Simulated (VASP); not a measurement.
A run of VASP 6.6.1 is set up as follows.

The input INCAR:

```
ALGO = Normal ; EDIFF = 1E-6
ENCUT = 520 ; GGA = PE
ISIF = 2 ; ISMEAR = 1
IVDW = 12 ; LASPH = True
LCHARG = False ; LREAL = False
LWAVE = False ; NBANDS = 8
NELM = 80 ; PREC = Accurate
SIGMA = 0.15
```

The input KPOINTS:

```
k-points
0
Gamma
  12 12 12
```

POSCAR

```
Al
1.0
    0.0000000000      1.9881537750      1.9881537750
    1.9881537750      0.0000000000      1.9881537750
    1.9881537750      1.9881537750      0.0000000000
Al
1
Direct
    0.0000000000      0.0000000000      0.0000000000
```

Potentials or basis: VASP PAW PBE potentials, release 64 (Al).

Command:

```bash
$ cat potpaw_PBE.64/Al/POTCAR > POTCAR
$ mpirun -np 1 vasp_std > vasp.out
```

Problem. What does it give for the pressure?

Solution. 0.7 GPa.

Problem. Predict the dispersion energy per atom.

Solution. -0.354 eV.

Caveat: pairwise dispersion overbinds metals, which lowers pressure and volume.
